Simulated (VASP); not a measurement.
# MgO (Fm-3m) in VASP: notebook

MgO is run at these levels: PBE; tasks: single point, relaxation of cell and atoms.

Program: VASP 6.6.1. These are calculated values, not measurements. Logs are shortened: lines on timing, memory, paths and dates and some standing lists are left out, and cuts for length are marked.

**1. The cell of the first run**

The structure is cubic, space group Fm-3m (No. 225). Conventional cell: a = 4.253 Å, b = 4.253 Å, c = 4.253 Å, α = 90.00°, β = 90.00°, γ = 90.00°. Within 2.8 Å of Mg (site symmetry m-3m) lie 6 O at 2.13 Å. Within 2.8 Å of O (site symmetry m-3m) lie 6 Mg at 2.13 Å.

**2. Single point, PBE**

Input file INCAR:

```
PREC     = Accurate       # precision mode
ENCUT    = 520            # plane-wave cutoff, eV
EDIFF    = 1E-6           # SCF threshold, eV
ISMEAR   = 0              # smearing method
SIGMA    = 0.02           # smearing width, eV
LREAL    = F              # projectors in reciprocal space
LASPH    = T              # aspherical terms in the spheres
NELM     = 60             # most SCF steps
ALGO     = Normal         # electronic algorithm
ISIF     = 2              # what is computed and relaxed
LWAVE    = F              # write WAVECAR
LCHARG   = F              # write CHGCAR
GGA      = PE             # functional
NBANDS   = 11             # bands
```

Input file KPOINTS:

```
Automatic mesh
0
Gamma
  10 10 10
```

Input file POSCAR:

```
MgO
1.0
    0.0000000000      2.1266795358      2.1266795358
    2.1266795358      0.0000000000      2.1266795358
    2.1266795358      2.1266795358      0.0000000000
Mg O
1 1
Direct
    0.0000000000      0.0000000000      0.0000000000
    0.5000000000      0.5000000000      0.5000000000
```

Potentials or basis: VASP PAW PBE potentials, release 64 (Mg, O).

Launch:

```console
cat potpaw_PBE.64/Mg/POTCAR potpaw_PBE.64/O/POTCAR > POTCAR
mpirun -np 1 vasp_std > vasp.out
```

OUTCAR:

```text
PREC = Accurate
   ENCUT = 520
   EDIFF = 1E-6
   ISMEAR = 0
   LREAL = F
   LASPH = T
   NELM = 60
   ISIF = 2
   GGA = PE

 ion  position               nearest neighbor table
   1  0.000  0.000  0.000-   2 2.13   2 2.13   2 2.13   2 2.13   2 2.13   2 2.13
   2  0.500  0.500  0.500-   1 2.13   1 2.13   1 2.13   1 2.13   1 2.13   1 2.13

  LATTYP: Found a face centered cubic cell.
 ALAT       =     4.2533590716

  Lattice vectors:

 A1 = (   0.0000000000,   2.1266795358,   2.1266795358)
 A2 = (   2.1266795358,   0.0000000000,   2.1266795358)
 A3 = (   2.1266795358,   2.1266795358,   0.0000000000)

Analysis of symmetry for initial positions (statically):
=====================================================================
 Subroutine PRICEL returns:
 Original cell was already a primitive cell.

 Routine SETGRP: Setting up the symmetry group for a
 face centered cubic supercell.

 Subroutine GETGRP returns: Found 48 space group operations
[... 9 lines left out ...]

 Routine SETGRP: Setting up the symmetry group for a
 face centered cubic supercell.

 Subroutine GETGRP returns: Found 48 space group operations
[... 11 lines left out ...]
                                     Primitive cell

  volume of cell :      19.2369

  direct lattice vectors                    reciprocal lattice vectors
     0.000000000  2.126679536  2.126679536    -0.235108295  0.235108295  0.235108295
     2.126679536  0.000000000  2.126679536     0.235108295 -0.235108295  0.235108295
     2.126679536  2.126679536  0.000000000     0.235108295  0.235108295 -0.235108295

  length of vectors
     3.007579042  3.007579042  3.007579042     0.407219512  0.407219512  0.407219512

  position of ions in fractional coordinates (direct lattice)
     0.000000000  0.000000000  0.000000000
     0.500000000  0.500000000  0.500000000

  ion indices of the primitive-cell ions
   primitive index   ion index
                 1           1
                 2           2

----------------------------------------------------------------------------------------

 KPOINTS: Automatic mesh

Automatic generation of k-mesh.
 Grid dimensions read from file:
 generate k-points for:   10   10   10

 Generating k-lattice:

  Cartesian coordinates                     Fractional coordinates (reciprocal lattice)
    -0.023510830  0.023510830  0.023510830     0.100000000  0.000000000  0.000000000
     0.023510830 -0.023510830  0.023510830     0.000000000  0.100000000  0.000000000
     0.023510830  0.023510830 -0.023510830     0.000000000  0.000000000  0.100000000

  Length of vectors
     0.040721951  0.040721951  0.040721951

  Shift w.r.t. Gamma in fractional coordinates (k-lattice)
     0.000000000  0.000000000  0.000000000

 Subroutine IBZKPT returns following result:
 ===========================================

 Found     47 irreducible k-points:

 Following reciprocal coordinates:
            Coordinates               Weight
  0.000000  0.000000  0.000000      1.000000
  0.100000  0.000000  0.000000      8.000000
  0.200000  0.000000  0.000000      8.000000
  0.300000  0.000000  0.000000      8.000000
  0.400000  0.000000  0.000000      8.000000
  0.500000  0.000000  0.000000      4.000000
[... 16 lines left out ...]
  0.300000  0.300000  0.000000      6.000000
  0.400000  0.300000  0.000000     24.000000
 [... further k-points ...]
   k-points           NKPTS =     47   k-points in BZ     NKDIM =     47   number of bands    NBANDS=     11
   number of dos      NEDOS =    301   number of ions     NIONS =      2
   total plane-waves  NPLWV =  13824
   dimension x,y,z NGX =    24 NGY =   24 NGZ =   24
   dimension x,y,z NGXF=    48 NGYF=   48 NGZF=   48
   ions per type =               1   1
   NGX,Y,Z   is equivalent  to a cutoff of  13.27, 13.27, 13.27 a.u.
   NGXF,Y,Z  is equivalent  to a cutoff of  26.53, 26.53, 26.53 a.u.
 SYSTEM =  unknown system
   PREC   = accura    normal or accurate (medium, high low for compatibility)
   ISTART =      0    job   : 0-new  1-cont  2-samecut
   ICHARG =      2    charge: 1-file 2-atom 10-const
   ISPIN  =      1    spin polarized calculation?
   LNONCOLLINEAR =      F non collinear calculations
   LSORBIT =      F    spin-orbit coupling
   LASPH  =      T    aspherical Exc in radial PAW
   ENCUT  =  520.0 eV  38.22 Ry    6.18 a.u.   5.59  5.59  5.59*2*pi/ulx,y,z
   NELM   =     60;   NELMIN=  2; NELMDL= -5     # of ELM steps
   EDIFF  = 0.1E-05   stopping-criterion for ELM
   LREAL  =      F    real-space projection
   EDIFFG = 0.1E-04   stopping-criterion for IOM
   NSW    =      0    number of steps for IOM
   IBRION =     -1    ionic relax: 0-MD 1-quasi-New 2-CG
   NFREE  =      0    steps in history (QN), initial steepest desc. (CG)
   ISIF   =      2    stress and relaxation
   ISYM   =      2    0-nonsym 1-usesym 2-fastsym
   POTIM  = 0.5000    time-step for ionic-motion
   TEBEG  =    0.0;   TEEND  =   0.0 temperature during run
   PSTRESS=    0.0 pullay stress
   NELECT =       8.0000    total number of electrons
   NUPDOWN=      -1.0000    fix difference up-down
   EMIN   =  10.00;   EMAX   =-10.00  energy-range for DOS
   EFERMI =   0.00;   METHOD = LEGACY
   ISMEAR =     0;   SIGMA  =   0.02  broadening in eV -4-tet -1-fermi 0-gaus
   EFERMI_NEDOS =   21; number of points for ismear=-14 and -15
   IALGO  =     38    algorithm
   IMIX   =      4    mixing-type and parameters
     AMIX     =   0.40;   BMIX     =  1.00
     AMIX_MAG =   1.60;   BMIX_MAG =  1.00
  volume/ion in A,a.u.               =       9.62        64.91
  Fermi-wavevector in a.u.,A,eV,Ry     =   1.221967  2.309183 20.316262  1.493203
  Thomas-Fermi vector in A             =   2.357130
   LORBIT       =      0    0 simple, 1 ext, 2 COOP (PROOUT), +10 PAW based schemes
   GGA     = PE    functional components
   LHFCALC =     F    Hartree Fock is set to
   AEXX    =    0.0000 exact exchange contribution
   IVDW    =     0    specifies the selected vdW correction
   LEPSILON=     F    determine dielectric tensor
   LRPA    =     F    only Hartree local field effects (RPA)
 non-spin polarized calculation
 Gauss-broadening in eV      SIGMA  =   0.02
  energy-cutoff  :      520.00
  volume of cell :       19.24
 maximum number of plane-waves:       534
 NGX is ok and might be reduce to    24
   NGX = 11   NGY = 11   NGZ = 11

 number of electron       8.0000004 magnetization

 Free energy of the ion-electron system (eV)
  ---------------------------------------------------
  ext. energy  EPLUGINS =         0.00000000
  ---------------------------------------------------
  free energy    TOTEN  =       -11.91170787 eV

  energy without entropy =      -11.91170787  energy(sigma->0) =      -11.91170787

 E-fermi :   3.1580     XC(G=0): -10.9408

 val. band max:        2.9708180291   @ k =   0.0000   0.0000   0.0000
 cond. band min:       7.4175663251   @ k =   0.0000   0.0000   0.0000
 fundamental gap:      4.4467482960
 Fermi energy:         3.1579841627

 k-point     1 :       0.0000    0.0000    0.0000
  band No.  band energies     occupation
      1     -14.1452      2.00000
      2       2.9708      2.00000
      3       2.9708      2.00000
      4       2.9708      2.00000
      5       7.4176      0.00000
      6      18.6043      0.00000
      7      18.6043      0.00000
      8      18.6043      0.00000
      9      22.4446      0.00000
     10      24.1852      0.00000
     11      24.1852      0.00000

 k-point     2 :       0.1000    0.0000    0.0000
  band No.  band energies     occupation
      1     -14.0449      2.00000
      2       2.3243      2.00000
      3       2.9067      2.00000
      4       2.9067      2.00000
      5       8.0497      0.00000
      6      17.3628      0.00000
      7      18.8331      0.00000
      8      18.8331      0.00000
      9      23.4136      0.00000
     10      23.4136      0.00000
     11      24.0445      0.00000

 k-point     3 :       0.2000    0.0000    0.0000
  band No.  band energies     occupation
      1     -13.7692      2.00000
      2       1.0324      2.00000
      3       2.7441      2.00000
      4       2.7441      2.00000
      5       9.2488      0.00000
      6      15.8422      0.00000
      7      19.2792      0.00000
      8      19.2792      0.00000
      9      22.7152      0.00000
     10      22.7152      0.00000
     11      24.7664      0.00000

 k-point     4 :       0.3000    0.0000    0.0000
  band No.  band energies     occupation
      1     -13.3987      2.00000
      2      -0.2473      2.00000
      3       2.5527      2.00000
      4       2.5527      2.00000
      5      10.2123      0.00000
      6      15.1007      0.00000
      7      19.3415      0.00000
      8      19.3416      0.00000
      9      23.1681      0.00000
     10      23.1681      0.00000
     11      24.1464      0.00000

 k-point     5 :       0.4000    0.0000    0.0000
  band No.  band energies     occupation
      1     -13.0683      2.00000
      2      -1.1764      2.00000
      3       2.4047      2.00000
      4       2.4047      2.00000
      5      10.6148      0.00000
      6      15.1121      0.00000
      7      19.1000      0.00000
      8      19.1000      0.00000
      9      23.6130      0.00000
     10      24.3969      0.00000
     11      24.3969      0.00000

 k-point     6 :       0.5000    0.0000    0.0000
  band No.  band energies     occupation
      1     -12.9331      2.00000
      2      -1.5189      2.00000
      3       2.3497      2.00000
      4       2.3497      2.00000
      5      10.6831      0.00000
      6      15.2466      0.00000
      7      18.9808      0.00000
      8      18.9808      0.00000
      9      23.4249      0.00000
     10      25.1049      0.00000
     11      25.1049      0.00000

 k-point     7 :       0.1000    0.1000    0.0000
  band No.  band energies     occupation
      1     -14.0123      2.00000
      2       2.2573      2.00000
      3       2.8231      2.00000
      4       2.8231      2.00000
      5       8.2518      0.00000
      6      17.0149      0.00000
      7      18.9155      0.00000
      8      18.9155      0.00000
      9      22.1666      0.00000
     10      24.4870      0.00000
     11      24.6958      0.00000

 k-point     8 :       0.2000    0.1000    0.0000
  band No.  band energies     occupation
      1     -13.7976      2.00000
      2       1.3070      2.00000
      3       2.6485      2.00000
      4       2.6735      2.00000
      5       9.2512      0.00000
      6      15.7737      0.00000
      7      19.2209      0.00000
      8      19.2975      0.00000
      9      21.0981      0.00000
     10      24.2441      0.00000
     11      26.0211      0.00000
[... 141 lines left out ...]
 k-point    19 :       0.5000    0.2000    0.0000
  band No.  band energies     occupation
      1     -12.8561      2.00000
      2      -0.9313      2.00000
      3       1.3641      2.00000
      4       2.0966      2.00000
      5      12.0789      0.00000
      6      14.6829      0.00000
      7      16.4733      0.00000
      8      19.8651      0.00000
      9      22.0059      0.00000
     10      26.3653      0.00000
     11      27.8191      0.00000

 k-point    20 :      -0.4000    0.2000    0.0000
  band No.  band energies     occupation
      1     -12.8209      2.00000
      2      -0.9616      2.00000
      3       1.1393      2.00000
      4       2.1781      2.00000
      5      12.1933      0.00000
      6      14.9537      0.00000
      7      16.3713      0.00000
      8      19.7848      0.00000
      9      22.7938      0.00000
     10      25.0235      0.00000
     11      27.5491      0.00000

 k-point    21 :      -0.3000    0.2000    0.0000
  band No.  band energies     occupation
      1     -12.9934      2.00000
      2      -0.6037      2.00000
      3       1.2251      2.00000
      4       2.3491      2.00000
      5      11.9893      0.00000
      6      14.6884      0.00000
      7      16.8248      0.00000
      8      19.9569      0.00000
      9      22.9772      0.00000
     10      23.6882      0.00000
     11      27.5381      0.00000

 k-point    22 :      -0.2000    0.2000    0.0000
  band No.  band energies     occupation
      1     -13.2884      2.00000
      2      -0.0563      2.00000
      3       1.6812      2.00000
      4       2.5513      2.00000
      5      11.1348      0.00000
      6      14.7163      0.00000
      7      17.7508      0.00000
      8      20.4116      0.00000
      9      21.2292      0.00000
     10      23.9903      0.00000
     11      27.2913      0.00000

 k-point    23 :       0.3000    0.3000    0.0000
  band No.  band energies     occupation
      1     -13.2060      2.00000
      2      -0.1036      2.00000
      3       2.0636      2.00000
      4       2.0636      2.00000
      5      11.5181      0.00000
      6      13.3423      0.00000
      7      17.0796      0.00000
      8      20.5529      0.00000
      9      20.5529      0.00000
     10      26.7867      0.00000
     11      29.7560      0.00000

 k-point    24 :       0.4000    0.3000    0.0000
  band No.  band energies     occupation
      1     -12.9730      2.00000
      2      -0.5098      2.00000
      3       1.7098      2.00000
      4       1.9212      2.00000
      5      12.2571      0.00000
      6      13.0554      0.00000
      7      16.2631      0.00000
      8      20.7664      0.00000
      9      20.9680      0.00000
     10      27.4987      0.00000
     11      29.3657      0.00000

 [... further k-points ...]
[... 5 lines left out ...]
  --------------------------------------------------------------------------------------
  -------------------------------------------------------------------------------------
  Total       -0.0843450     -0.0843450     -0.0843450     -0.0000000      0.0000000     -0.0000000
  in kB       -7.0247996     -7.0247996     -7.0247996     -0.0000000      0.0000000     -0.0000000
  external PRESSURE =      -7.0247996 kB  Pullay stress =       0.0000000 kB

 VOLUME and BASIS-vectors are now :
 -----------------------------------------------------------------------------
  energy-cutoff  :      520.00
  volume of cell :       19.24
      direct lattice vectors                 reciprocal lattice vectors
     0.000000000  2.126679536  2.126679536    -0.235108295  0.235108295  0.235108295
     2.126679536  0.000000000  2.126679536     0.235108295 -0.235108295  0.235108295
     2.126679536  2.126679536  0.000000000     0.235108295  0.235108295 -0.235108295

 POSITION                                       TOTAL-FORCE (eV/Angst)
 -----------------------------------------------------------------------------------
      0.00000      0.00000      0.00000        -0.000000     -0.000000      0.000000
      2.12668      2.12668      2.12668         0.000000      0.000000     -0.000000
 -----------------------------------------------------------------------------------
    total drift:                               -0.000000     -0.000000      0.000000

  FREE ENERGIE OF THE ION-ELECTRON SYSTEM (eV)
  ---------------------------------------------------
  free  energy   TOTEN  =       -11.9117078707 eV

  energy  without entropy=      -11.9117078707  energy(sigma->0) =      -11.91170787
```

Wall time 10 s (1 thread of Intel Xeon Platinum 8375C at 2.90GHz (Ice Lake), shared host); peak memory 0.14 GiB.

What came out:

```yaml
Free_energy: -11.9117 eV
Pressure: -0.7 GPa
Band_gap_on_the_k_mesh: 4.45 eV, direct
```

Expect the measured gap to be larger: semilocal functionals such as PBE lack the derivative discontinuity.

**3. Relaxation of cell and atoms, PBE**

Input file INCAR:

```
SYSTEM = MgO
PREC = Accurate ; ENCUT = 600
EDIFF = 1E-6 ; ISMEAR = 0
SIGMA = 0.02 ; LREAL = .False.
LASPH = .True. ; NELM = 100
ALGO = Normal ; ISIF = 3
LWAVE = .False. ; LCHARG = .False.
GGA = PE ; IBRION = 2
NSW = 100 ; EDIFFG = -0.01
```

Input file KPOINTS:

```
Automatic mesh
0
Gamma
  10 10 10
  0 0 0
```

POSCAR is that of step 2.

Potentials or basis: VASP PAW PBE potentials, release 64 (Mg, O).

Launch:

```console
cat potpaw_PBE.64/Mg/POTCAR potpaw_PBE.64/O/POTCAR > POTCAR
mpirun -np 1 vasp_std > vasp.out
```

It took 18 s on 1 thread of Intel Xeon Platinum 8375C at 2.90GHz (Ice Lake), shared host; peak memory 0.15 GiB.

It converged, with:

| Item | Value |
| --- | --- |
| Free energy | -11.9152 eV |
| Relaxed volume | 9.56 Å³/atom |
| Relaxed cell | a = 3.001 Å, b = 3.001 Å, c = 3.001 Å, α = 60.00°, β = 60.00°, γ = 60.00° |
| Space group after relaxing (to 0.05 Å) | Fm-3m (No. 225) |
| Energy gained by relaxing | 0.2 meV/atom |
| Ionic steps | 3 |
| Pressure after relaxing | 0.0 GPa |
| Band gap on the k mesh | 4.51 eV, direct |

The path:
| step | energy change (eV) | largest force (eV/Å) | pressure (GPa) | volume (Å³) |
| --- | --- | --- | --- | --- |
| 1 | 0.0000 | 0.0000 | -0.96 | 19.24 |
| 2 | -0.0003 | 0.0000 | 0.33 | 19.08 |
| 3 | -0.0003 | 0.0000 | -0.01 | 19.12 |

Final structure:
```yaml
crystal:
  lattice:
    - [0.00000, 2.12235, 2.12235]
    - [2.12235, 0.00000, 2.12235]
    - [2.12235, 2.12235, 0.00000]
  atoms:
    - { symbol: Mg, position: [0.00000, 0.00000, 0.00000] }
    - { symbol: O, position: [0.50000, 0.50000, 0.50000] }
```

Levels at points of the mesh, in eV from the valence-band top:
```tsv
k point	band 1	band 2	band 3	band 4	band 5	band 6	band 7	band 8
(0.00, 0.00, 0.00)	-17.15	0.00	0.00	0.00	4.51	15.67	15.67	15.67
(0.50, 0.00, 0.00)	-15.92	-4.52	-0.63	-0.63	7.75	12.34	16.08	16.08
(0.50, 0.50, 0.00)	-15.67	-3.99	-1.32	-1.32	9.09	9.72	12.85	18.62
```

As with any semilocal functional, this PBE gap is likely too small.

(Part 1 of 2 ends here.)
